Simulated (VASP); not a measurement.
**SnS: single point with PBEsol**

The system is SnS.

```
Sn S
1.0
    11.09675    0.00000    0.00000
     0.00000    4.14378    0.00000
     0.00000    0.00000    4.23154
Sn S
4 4
Direct
  0.11858 0.25000 0.11017
  0.38142 0.75000 0.61017
  0.61858 0.25000 0.38983
  0.88142 0.75000 0.88983
  0.85335 0.25000 0.47475
  0.64665 0.75000 0.97475
  0.35335 0.25000 0.02525
  0.14665 0.75000 0.52525
```

This cell differs from its parent crystal: strain +0.0400 x Voigt [0, 1, 0, 0, 0, 0].

* Program: VASP 6.6.1
* Task: single point
* Functional: PBEsol
* Potentials or basis: VASP PAW PBE potentials, release 64 (Sn_d, S)
* Cutoff: 500 eV
* k mesh: 4 × 8 × 6
* Occupations: gaussian, width 0.05 eV
* Spin: no spin polarisation
* Dipole correction: no
* Further INCAR settings: ALGO = Normal; EDIFF = 1e-06; NBANDS = 50

* Pressure: -2.3 GPa
* Largest force: 0.151 eV/Å
* Band gap on the k mesh: 1.05 eV

Forces on the atoms (eV/Å):
```
Sn   0.114  0.000  0.099
Sn  -0.114  0.000  0.099
Sn   0.114  0.000 -0.099
Sn  -0.114  0.000 -0.099
S   -0.007  0.000  0.118
S    0.007  0.000  0.118
S   -0.007  0.000 -0.118
S    0.007  0.000 -0.118
```

Stress tensor (GPa, compression positive):
```
-0.98  0.00  0.00
 0.00 -3.76  0.00
 0.00  0.00 -2.09
```

Levels at points of the mesh, in eV from the valence-band top:
| k point | band 38 | band 39 | band 40 | band 41 | band 42 | band 43 |
| --- | --- | --- | --- | --- | --- | --- |
| (0.00, 0.00, 0.00) | -0.98 | -0.63 | -0.50 | 1.10 | 3.14 | 3.14 |
| (0.50, 0.00, 0.00) | -1.96 | -0.52 | -0.52 | 2.75 | 2.75 | 3.09 |
| (0.00, 0.50, 0.00) | -0.76 | -0.54 | -0.54 | 1.44 | 1.44 | 1.89 |
| (0.50, 0.50, 0.00) | -0.74 | -0.74 | -0.74 | 1.84 | 1.84 | 1.84 |
| (0.00, 0.00, 0.50) | -0.75 | -0.20 | -0.20 | 1.36 | 1.36 | 1.80 |
| (0.50, 0.00, 0.50) | -0.60 | -0.12 | -0.12 | 1.31 | 1.31 | 1.79 |
| (0.00, 0.50, 0.50) | -2.29 | -1.31 | -1.31 | 2.97 | 2.97 | 3.19 |
| (0.50, 0.50, 0.50) | -1.46 | -1.46 | -1.46 | 2.82 | 2.82 | 2.82 |

Run time: 11 min on 1 thread of Intel Xeon 8259CL, with other jobs on the host, peak memory 0.52 GiB.

Caveat: the cell differs from its parent crystal (strain +0.0400 x Voigt [0, 1, 0, 0, 0, 0]); the PAW data sets were made with another functional, which shifts forces and pressure a little; spin-orbit coupling is left out, which moves the levels of the heavy elements. A k mesh can miss the band edges.
